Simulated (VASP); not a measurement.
# Si3Sn2 (I4/mmm) in VASP: single point with PBE

Aim: the single point of Si3Sn2 with PBE.

All numbers are computed with VASP 6.6.1; they aren't measurements. Logs are shortened: lines on timing, memory, paths and dates and some standing lists are left out, and cuts for length are marked.

## Step 1: The cell of the first run

Symmetry: I4/mmm, No. 139, tetragonal system. Conventional cell: a = 3.400 Å, b = 3.400 Å, c = 17.559 Å, α = 90.00°, β = 90.00°, γ = 90.00°. Si (site symmetry 4mm) has 5 Si at 2.44 to 2.70 Å and 4 Sn at 3.06 Å within 3.2 Å. Si (site symmetry 4/mmm) has 12 Si at 2.70 to 3.40 Å and 2 Sn at 3.11 Å within 3.6 Å. Within 4.0 Å of Sn (site symmetry 4mm) lie 5 Si at 3.06 to 3.11 Å and 8 Sn at 3.40 to 3.51 Å.

## Step 2: Single point, PBE

Contents of INCAR:

```
SYSTEM = Si3Sn2
PREC = Accurate ; ENCUT = 500
EDIFF = 1E-6 ; ISMEAR = 0
SIGMA = 0.2 ; LREAL = .FALSE.
LASPH = .TRUE. ; NELM = 120
ALGO = Normal ; ISIF = 2
LWAVE = .FALSE. ; LCHARG = .FALSE.
GGA = PE ; NBANDS = 51
GGA_COMPAT = .FALSE.
```

Contents of KPOINTS:

```
Automatic mesh
0
G
  6 4 6
  0 0 0
```

Contents of POSCAR:

```
Si3Sn2
1.0
    0.0000000000     -3.4002864987      0.0000000000
    6.8005729975      0.0000000000      0.0000000000
   -1.7001432494      1.7001432494      8.7797383963
Si Sn
6 4
Direct
    0.4306322296      0.2153161148      0.8612644592
    0.4306322296      0.7153161148      0.8612644592
    0.5693677704      0.2846838852      0.1387355408
    0.5693677704      0.7846838852      0.1387355408
    0.0000000000      0.5000000000      0.0000000000
    1.0000000000      0.0000000000      1.0000000000
    0.1770145793      0.0885072896      0.3540291586
    0.1770145793      0.5885072896      0.3540291586
    0.8229854207      0.4114927104      0.6459708414
    0.8229854207      0.9114927104      0.6459708414
```

Potentials or basis: VASP PAW PBE potentials, release 64 (Si, Sn_d).

On the command line:

```bash
cat potpaw_PBE.64/Si/POTCAR potpaw_PBE.64/Sn_d/POTCAR > POTCAR
mpirun -np 1 vasp_std > vasp.out
```

OUTCAR:

```text
SYSTEM = Si3Sn2
   PREC = Accurate
   ENCUT = 500
   EDIFF = 1E-6
   ISMEAR = 0
   LREAL = .FALSE.
   LASPH = .TRUE.
   NELM = 120
   ISIF = 2
   GGA = PE

 ion  position               nearest neighbor table
   1  0.431  0.215  0.861-   3 2.44   5 2.70   6 2.70   5 2.70   6 2.70  10 3.06  10 3.06   9 3.06
                             9 3.06
   2  0.431  0.715  0.861-   4 2.44   6 2.70   5 2.70   6 2.70   5 2.70   9 3.06   9 3.06  10 3.06
                            10 3.06
   3  0.569  0.285  0.139-   1 2.44   6 2.70   5 2.70   6 2.70   5 2.70   8 3.06   8 3.06   7 3.06
                             7 3.06
   4  0.569  0.785  0.139-   2 2.44   5 2.70   6 2.70   5 2.70   6 2.70   7 3.06   7 3.06   8 3.06
                             8 3.06
   5  0.000  0.500  0.000-   4 2.70   1 2.70   3 2.70   2 2.70   1 2.70   4 2.70   3 2.70   2 2.70
                             8 3.11   9 3.11
   6  0.000  0.000  0.000-   3 2.70   2 2.70   1 2.70   4 2.70   2 2.70   3 2.70   1 2.70   4 2.70
                             7 3.11  10 3.11
   7  0.177  0.089  0.354-   4 3.06   4 3.06   3 3.06   3 3.06   6 3.11   8 3.40   8 3.40  10 3.51
                            10 3.51   9 3.51   9 3.51
   8  0.177  0.589  0.354-   3 3.06   3 3.06   4 3.06   4 3.06   5 3.11   7 3.40   7 3.40   9 3.51
                             9 3.51  10 3.51  10 3.51
   9  0.823  0.411  0.646-   2 3.06   2 3.06   1 3.06   1 3.06   5 3.11  10 3.40  10 3.40   8 3.51
                             8 3.51   7 3.51   7 3.51
  10  0.823  0.911  0.646-   1 3.06   1 3.06   2 3.06   2 3.06   6 3.11   9 3.40   9 3.40   7 3.51
                             7 3.51   8 3.51   8 3.51

  LATTYP: Found a base centered monoclinic cell.
 ALAT       =    17.8856695011
 B/A-ratio  =     0.1901123410
 C/A-ratio  =     0.3802246819
 COS(beta)  =    -0.1901123410

  Lattice vectors:

 A1 = (  -1.7001432494,   1.7001432494,   8.7797383963)
 A2 = (  -1.7001432494,  -1.7001432493,   8.7797383963)
 A3 = (   6.8005729975,   0.0000000000,   0.0000000000)

Analysis of symmetry for initial positions (statically):
=====================================================================
 Subroutine PRICEL returns following result:

  LATTYP: Found a body centered tetragonal cell.
 ALAT       =     3.4002864987
 C/A-ratio  =     5.1641168470

  Lattice vectors:

 A1 = (  -1.7001432493,  -1.7001432494,  -8.7797383963)
 A2 = (   1.7001432494,   1.7001432493,  -8.7797383963)
 A3 = (   1.7001432493,  -1.7001432493,   8.7797383963)

   2 primitive cells build up your supercell.

 Routine SETGRP: Setting up the symmetry group for a
 base centered monoclinic supercell.

 Subroutine GETGRP returns: Found  4 space group operations
 (whereof  4 operations were pure point group operations)
 out of a pool of  4 trial point group operations.

The static configuration has the point symmetry C_2h.

Analysis of symmetry for dynamics (positions and initial velocities):
=====================================================================
 Subroutine PRICEL returns following result:

  LATTYP: Found a body centered tetragonal cell.
 ALAT       =     3.4002864987
 C/A-ratio  =     5.1641168470

  Lattice vectors:

 A1 = (  -1.7001432493,  -1.7001432494,  -8.7797383963)
 A2 = (   1.7001432494,   1.7001432493,  -8.7797383963)
 A3 = (   1.7001432493,  -1.7001432493,   8.7797383963)

   2 primitive cells build up your supercell.

 Routine SETGRP: Setting up the symmetry group for a
 base centered monoclinic supercell.

 Subroutine GETGRP returns: Found  4 space group operations
 (whereof  4 operations were pure point group operations)
 out of a pool of  4 trial point group operations.

The dynamic configuration has the point symmetry C_2h.

 Subroutine INISYM returns: Found  4 space group operations
 (whereof  4 operations are pure point group operations),
 and found     2 'primitive' translations

----------------------------------------------------------------------------------------

                                     Primitive cell

  volume of cell :     101.5109

  direct lattice vectors                    reciprocal lattice vectors
    -1.700143249 -1.700143249 -8.779738396     0.000000000 -0.294092866 -0.056949305
     1.700143249  1.700143249 -8.779738396     0.294092866  0.000000000 -0.056949305
[... 22 lines left out ...]
 KPOINTS: Automatic mesh

Automatic generation of k-mesh.
 Grid dimensions read from file:
 generate k-points for:    6    4    6

 Generating k-lattice:

  Cartesian coordinates                     Fractional coordinates (reciprocal lattice)
     0.000000000 -0.049015478  0.009491551     0.166666667  0.000000000 -0.000000000
     0.036761608  0.000000000  0.007118663     0.000000000  0.250000000  0.000000000
     0.000000000  0.000000000  0.018983102     0.000000000  0.000000000  0.166666667

  Length of vectors
     0.049926011  0.037444508  0.018983102

  Shift w.r.t. Gamma in fractional coordinates (k-lattice)
     0.000000000  0.000000000  0.000000000

 Subroutine IBZKPT returns following result:
 ===========================================

 Found     47 irreducible k-points:

 Following reciprocal coordinates:
            Coordinates               Weight
  0.000000  0.000000  0.000000      1.000000
  0.166667  0.000000 -0.000000      4.000000
  0.333333  0.000000  0.000000      4.000000
  0.500000  0.000000 -0.000000      2.000000
  0.000000  0.250000 -0.000000      2.000000
  0.166667  0.250000 -0.000000      4.000000
[... 16 lines left out ...]
  0.500000  0.250000  0.166667      4.000000
 -0.333333  0.250000  0.166667      4.000000
 [... further k-points ...]
   k-points           NKPTS =     47   k-points in BZ     NKDIM =     47   number of bands    NBANDS=     51
   number of dos      NEDOS =    301   number of ions     NIONS =     10
   total plane-waves  NPLWV =  98000
   dimension x,y,z NGX =    28 NGY =   50 NGZ =   70
   dimension x,y,z NGXF=    56 NGYF=  100 NGZF=  140
   ions per type =               6   4
   NGX,Y,Z   is equivalent  to a cutoff of  13.69, 12.22, 12.78 a.u.
   NGXF,Y,Z  is equivalent  to a cutoff of  27.38, 24.45, 25.57 a.u.
 SYSTEM =  Si3Sn2
   PREC   = accura    normal or accurate (medium, high low for compatibility)
   ISTART =      0    job   : 0-new  1-cont  2-samecut
   ICHARG =      2    charge: 1-file 2-atom 10-const
   ISPIN  =      1    spin polarized calculation?
   LNONCOLLINEAR =      F non collinear calculations
   LSORBIT =      F    spin-orbit coupling
   LASPH  =      T    aspherical Exc in radial PAW
   ENCUT  =  500.0 eV  36.75 Ry    6.06 a.u.   6.20 12.40 16.60*2*pi/ulx,y,z
   NELM   =    120;   NELMIN=  2; NELMDL= -5     # of ELM steps
   EDIFF  = 0.1E-05   stopping-criterion for ELM
   LREAL  =      F    real-space projection
   EDIFFG = 0.1E-04   stopping-criterion for IOM
   NSW    =      0    number of steps for IOM
   IBRION =     -1    ionic relax: 0-MD 1-quasi-New 2-CG
   NFREE  =      0    steps in history (QN), initial steepest desc. (CG)
   ISIF   =      2    stress and relaxation
   ISYM   =      2    0-nonsym 1-usesym 2-fastsym
   POTIM  = 0.5000    time-step for ionic-motion
   TEBEG  =    0.0;   TEEND  =   0.0 temperature during run
   PSTRESS=    0.0 pullay stress
   NELECT =      80.0000    total number of electrons
   NUPDOWN=      -1.0000    fix difference up-down
   EMIN   =  10.00;   EMAX   =-10.00  energy-range for DOS
   EFERMI =   0.00;   METHOD = LEGACY
   ISMEAR =     0;   SIGMA  =   0.20  broadening in eV -4-tet -1-fermi 0-gaus
   EFERMI_NEDOS =   21; number of points for ismear=-14 and -15
   IALGO  =     38    algorithm
   IMIX   =      4    mixing-type and parameters
     AMIX     =   0.40;   BMIX     =  1.00
     AMIX_MAG =   1.60;   BMIX_MAG =  1.00
  volume/ion in A,a.u.               =      20.30       137.01
  Fermi-wavevector in a.u.,A,eV,Ry     =   1.200210  2.268068 19.599252  1.440504
  Thomas-Fermi vector in A             =   2.336052
   LORBIT       =      0    0 simple, 1 ext, 2 COOP (PROOUT), +10 PAW based schemes
   GGA     = PE    functional components
   LHFCALC =     F    Hartree Fock is set to
   AEXX    =    0.0000 exact exchange contribution
   IVDW    =     0    specifies the selected vdW correction
   LEPSILON=     F    determine dielectric tensor
   LRPA    =     F    only Hartree local field effects (RPA)
 non-spin polarized calculation
 Gauss-broadening in eV      SIGMA  =   0.20
  energy-cutoff  :      500.00
  volume of cell :      203.02
 maximum number of plane-waves:      5175
 NGX is ok and might be reduce to    28
   NGX = 13   NGY = 25   NGZ = 33

 number of electron      80.0000015 magnetization

 Free energy of the ion-electron system (eV)
  ---------------------------------------------------
  ext. energy  EPLUGINS =         0.00000000
  ---------------------------------------------------
  free energy    TOTEN  =       -44.19321303 eV

  energy without entropy =      -44.09245551  energy(sigma->0) =      -44.14283427

 E-fermi :   8.5169     XC(G=0): -10.5785

 val. band max:        8.5118237214   @ k =   0.3333   0.0000   0.1667
 cond. band min:       8.5361690907   @ k =   0.5000  -0.2500   0.1667
 fundamental gap:      0.0243453693
 Fermi energy:         8.5169120932

 k-point     1 :       0.0000    0.0000    0.0000
  band No.  band energies     occupation
      1     -13.0886      2.00000
      2     -13.0623      2.00000
      3     -13.0362      2.00000
      4     -13.0362      2.00000
      5     -13.0357      2.00000
      6     -13.0156      2.00000
[... 1285 lines left out ...]
     50      12.2491      0.00000
     51      12.3316      0.00000

 [... further k-points ...]

------------------------ aborting loop because EDIFF is reached ----------------------------------------

  FORCE on cell =-STRESS in cart. coord.  units (eV):
  Direction    XX          YY          ZZ          XY          YZ          ZX
  --------------------------------------------------------------------------------------
  -------------------------------------------------------------------------------------
  Total        1.7283392     -1.6812646     -0.1880169     -0.0000000     -0.0000000     -0.1440545
  in kB       13.6394534    -13.2679570     -1.4837644     -0.0000000     -0.0000000     -1.1368284
  external PRESSURE =      -0.3707560 kB  Pullay stress =       0.0000000 kB

 VOLUME and BASIS-vectors are now :
 -----------------------------------------------------------------------------
  energy-cutoff  :      500.00
  volume of cell :      203.02
      direct lattice vectors                 reciprocal lattice vectors
     0.000000000 -3.400286499  0.000000000     0.000000000 -0.294092866  0.056949305
     6.800572997  0.000000000  0.000000000     0.147046433  0.000000000  0.028474653
    -1.700143249  1.700143249  8.779738396     0.000000000  0.000000000  0.113898610

 POSITION                                       TOTAL-FORCE (eV/Angst)
 -----------------------------------------------------------------------------------
     -0.00000      0.00000      7.56168         0.000379     -0.000000     -0.095316
      3.40029      0.00000      7.56168         0.000379     -0.000000     -0.095316
      1.70014     -1.70014      1.21806        -0.000379      0.000000      0.095316
      5.10043     -1.70014      1.21806        -0.000379      0.000000      0.095316
      3.40029      0.00000      0.00000         0.000000     -0.000000      0.000000
      0.00000      0.00000      0.00000         0.000000     -0.000000      0.000000
     -0.00000      0.00000      3.10828         0.000122      0.000000      0.036875
      3.40029      0.00000      3.10828         0.000122      0.000000      0.036875
      1.70014     -1.70014      5.67145        -0.000122     -0.000000     -0.036875
      5.10043     -1.70014      5.67145        -0.000122     -0.000000     -0.036875
 -----------------------------------------------------------------------------------
    total drift:                                0.000000     -0.000000     -0.000000

  FREE ENERGIE OF THE ION-ELECTRON SYSTEM (eV)
  ---------------------------------------------------
  free  energy   TOTEN  =       -44.1932130292 eV

  energy  without entropy=      -44.0924555115  energy(sigma->0) =      -44.14283427
```

Run time: 10 min. Hardware: 1 thread of Oxide Virtual Turin-like, shared host; peak memory 0.48 GiB.

Results:

- Free energy: -44.1932 eV
- Pressure: 0.0 GPa
- Largest force: 0.095 eV/Å
- Band gap on the k mesh: zero (bands 40 and 41 overlap by 2.42 eV)

Forces on the atoms (eV/Å):
```
Si   0.000  0.000 -0.095
Si   0.000  0.000 -0.095
Si   0.000  0.000  0.095
Si   0.000  0.000  0.095
Si   0.000  0.000  0.000
Si   0.000  0.000  0.000
Sn   0.000  0.000  0.037
Sn   0.000  0.000  0.037
Sn   0.000  0.000 -0.037
Sn   0.000  0.000 -0.037
```

Caveat: spin-orbit coupling is left out, which moves the levels of the heavy elements.

The gap in the log of VASP goes by the Fermi energy; the results here count the filled bands.